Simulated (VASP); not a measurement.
# H (P6_3/mmc) in VASP: further runs, part 2 of 2

VASP 6.6.1. The steps go on from the part before.

## Step 3: Single point, PBE

This run uses another cell than the first one, of 16.11 Å³/atom.

INCAR

```
SYSTEM = H
  PREC = Accurate
  ENCUT = 500
  EDIFF = 1E-6
  ISMEAR = 0
  SIGMA = 0.02
  LREAL = .FALSE.
  LASPH = .TRUE.
  NELM = 120
  ALGO = Normal
  ISIF = 2
  LWAVE = .FALSE.
  LCHARG = .FALSE.
  GGA = PE
  NBANDS = 10
  ISYM = 0
  GGA_COMPAT = .FALSE.
```

KPOINTS

```
Automatic mesh
0
Gamma
  9 9 6
  0.5 0.5 0.5
```

POSCAR

```
H
1.0
    3.8401304226      0.0000000000      0.0000000000
   -1.9200652113      3.3256504998      0.0000000000
    0.0000000000      0.0000000000      5.0466615500
H
4
Direct
    0.3333333300      0.6666666700      0.1764958800
    0.6666666700      0.3333333300      0.6764958800
    0.6666666700      0.3333333300      0.8235041200
    0.3333333300      0.6666666700      0.3235041200
```

Potentials or basis: VASP PAW PBE potentials, release 64 (H).

Run with:

```bash
cat potpaw_PBE.64/H/POTCAR > POTCAR
mpirun -np 1 vasp_std > vasp.out
```

It took 4.8 min on 1 thread of Intel Xeon 8259CL, shared host; peak memory 0.43 GiB.

Results (log left out):

```
Free energy            : -13.5730 eV
Pressure               : 0.2 GPa
Largest force          : 0.302 eV/Å
Band gap on the k mesh : 9.49 eV
```

Forces in eV/Å, atoms in the order of the input:
```
H    0.000  0.000 -0.302
H    0.000  0.000 -0.302
H    0.000  0.000  0.302
H    0.000  0.000  0.302
```

Stress tensor (GPa, compression positive):
```
-0.15  0.00  0.00
 0.00 -0.15  0.00
 0.00  0.00  0.92
```

Levels at points of the mesh, in eV from the valence-band top:
```
           k point  band 1  band 2  band 3  band 4  band 5  band 6
(0.06, 0.06, 0.08)   -1.30    0.00    9.56   11.79   14.71   16.43
```

Caveat: this functional lacks dispersion, which holds the molecules together, so the pressure and a relaxed volume are unreliable; a shifted mesh leaves out Γ, where band edges can lie. A k mesh can miss the band edges.

## Step 4: Relaxation of the atoms, PBE

This run uses another cell than the first one, of 16.11 Å³/atom.

INCAR

```
PREC = Accurate ; ENCUT = 450
EDIFF = 1E-7 ; ISMEAR = 0
SIGMA = 0.02 ; LREAL = False
LASPH = True ; NELM = 120
ALGO = Normal ; ISIF = 2
LWAVE = False ; LCHARG = False
GGA = PE ; IBRION = 2
NSW = 60 ; EDIFFG = -0.01
GGA_COMPAT = False ; NELMIN = 4
```

KPOINTS

```
regular mesh
0
Gamma
  9 9 6
```

POSCAR is that of step 3.

Potentials or basis: VASP PAW PBE potentials, release 64 (H).

Run with:

```bash
cat potpaw_PBE.64/H/POTCAR > POTCAR
mpirun -np 1 vasp_std > vasp.out
```

OUTCAR:

```text
PREC = Accurate
   ENCUT = 450
   EDIFF = 1E-7
   ISMEAR = 0
   LREAL = False
   LASPH = True
   NELM = 120
   ISIF = 2
   GGA = PE
   IBRION = 2
   NSW = 60
   EDIFFG = -0.01
   NELMIN = 4

 ion  position               nearest neighbor table
   1  0.333  0.667  0.176-   4 0.74
   2  0.667  0.333  0.676-   3 0.74
   3  0.667  0.333  0.824-   2 0.74
   4  0.333  0.667  0.324-   1 0.74

  LATTYP: Found a hexagonal cell.
 ALAT       =     3.8401304226
 C/A-ratio  =     1.3141901432

  Lattice vectors:

 A1 = (   3.8401304226,   0.0000000000,   0.0000000000)
 A2 = (  -1.9200652113,   3.3256504998,   0.0000000000)
 A3 = (   0.0000000000,   0.0000000000,   5.0466615500)

Analysis of symmetry for initial positions (statically):
=====================================================================
 Subroutine PRICEL returns:
 Original cell was already a primitive cell.

 Routine SETGRP: Setting up the symmetry group for a
 hexagonal supercell.
[... 181 lines left out ...]
  --------------------------------------------------------------------------------------
  -------------------------------------------------------------------------------------
  Total       -0.1249051     -0.1249051      0.2968407      0.0000000     -0.0000000      0.0000000
  in kB       -3.1050164     -3.1050164      7.3791664      0.0000000     -0.0000000      0.0000000
  external PRESSURE =       0.3897112 kB  Pullay stress =       0.0000000 kB
[... 63 lines left out ...]
--------------------------------------- Ionic step        3  -------------------------------------------

 number of electron       4.0000002 magnetization

 Free energy of the ion-electron system (eV)
  ---------------------------------------------------
  ext. energy  EPLUGINS =         0.00000000
  ---------------------------------------------------
  free energy    TOTEN  =       -13.56803262 eV

  energy without entropy =      -13.56803262  energy(sigma->0) =      -13.56803262

 E-fermi :  -8.7646     XC(G=0):  -4.5818

 val. band max:       -8.8726632606   @ k =   0.0000   0.0000   0.0000
 cond. band min:       0.4165407438   @ k =   0.0000   0.0000   0.0000
 fundamental gap:      9.2892040044
 Fermi energy:        -8.7645691848

 k-point     1 :       0.0000    0.0000    0.0000
  band No.  band energies     occupation
      1     -10.2921      2.00000
      2      -8.8727      2.00000
      3       0.4165      0.00000
      4       3.0816      0.00000
      5       6.1371      0.00000
      6       7.6190      0.00000
[... 199 lines left out ...]
 k-point    24 :       0.3333    0.3333    0.1667
  band No.  band energies     occupation
      1      -9.2729      2.00000
      2      -9.2729      2.00000
      3       1.7849      0.00000
      4       2.3969      0.00000
      5       2.3969      0.00000
      6       5.1220      0.00000

 [... further k-points ...]

------------------------ aborting loop because EDIFF is reached ----------------------------------------

  FORCE on cell =-STRESS in cart. coord.  units (eV):
  Direction    XX          YY          ZZ          XY          YZ          ZX
  --------------------------------------------------------------------------------------
  -------------------------------------------------------------------------------------
  Total       -0.1230287     -0.1230287     -0.1623578     -0.0000000     -0.0000000      0.0000000
  in kB       -3.0583704     -3.0583704     -4.0360539     -0.0000000     -0.0000000      0.0000000
  external PRESSURE =      -3.3842649 kB  Pullay stress =       0.0000000 kB
[... 19 lines left out ...]
  FREE ENERGIE OF THE ION-ELECTRON SYSTEM (eV)
  ---------------------------------------------------
  free  energy   TOTEN  =       -13.5680326248 eV

  energy  without entropy=      -13.5680326248  energy(sigma->0) =      -13.56803262

 reached required accuracy - stopping structural energy minimisation
```

It used 23 s of CPU time on 1 thread of Intel Xeon 8259CL, on a shared host.

What came out:

```yaml
Free_energy: -13.5680 eV
Energy_gained_by_relaxing: 0.7 meV/atom
Ionic_steps: 3
Pressure_after_relaxing: -0.3 GPa
Band_gap_on_the_k_mesh: 9.29 eV
```

Step by step:
```csv
step,energy change (eV),largest force (eV/Å),pressure (GPa)
1,0.0000,0.3109,0.04
2,0.0118,0.6737,-1.19
3,-0.0027,0.0002,-0.34
```

Final structure:
```
CELL_PARAMETERS angstrom
3.84013 0.00000 0.00000
-1.92007 3.32565 0.00000
0.00000 0.00000 5.04666
ATOMIC_POSITIONS crystal
H 0.33333 0.66667 0.17562
H 0.66667 0.33333 0.67562
H 0.66667 0.33333 0.82438
H 0.33333 0.66667 0.32438
```

Levels at points of the mesh, in eV from the valence-band top:
```tsv
k point	band 1	band 2	band 3	band 4	band 5
(0.00, 0.00, 0.00)	-1.42	0.00	9.29	11.95	15.01
(0.00, 0.00, 0.50)	-0.78	-0.78	10.35	10.35	17.10
```

Caveat: this functional lacks dispersion, which holds the molecules together, so the pressure and a relaxed volume are unreliable.

## Step 5: The runs side by side

| task | cell | k mesh | cutoff (eV) | smearing | gap on the mesh (eV) | pressure (GPa) | largest force (eV/Å) |
| --- | --- | --- | --- | --- | --- | --- | --- |
| single point | a = 3.871, b = 3.871, c = 5.077 Å, angles 90.0, 90.0, 120.0°, 4 atoms, atomic positions A | 9 × 9 × 6 | 500 | methfessel-paxton 0.02 eV | 9.32 | -0.2 | 0.01 |
| single point | a = 3.840, b = 3.840, c = 5.047 Å, angles 90.0, 90.0, 120.0°, 4 atoms, atomic positions B | 9 × 9 × 6, shifted | 500 | gaussian 0.02 eV | 9.49 | 0.2 | 0.30 |
| relaxation of the atoms | atoms relaxed from a = 3.840, b = 3.840, c = 5.047 Å, angles 90.0, 90.0, 120.0°, 4 atoms, atomic positions B | 9 × 9 × 6 | 450 | gaussian 0.02 eV | 9.29 | -0.3 | - |

Alike in all rows: level PBE; potentials or basis VASP PAW PBE potentials, release 64 (H); no spin polarisation.

Caveats: this functional lacks dispersion, which holds the molecules together, so the pressure and a relaxed volume are unreliable; a shifted mesh leaves out Γ, where band edges can lie (at least some runs).

Total energies depend on the potentials used, so only differences within one code and one set of settings carry meaning.
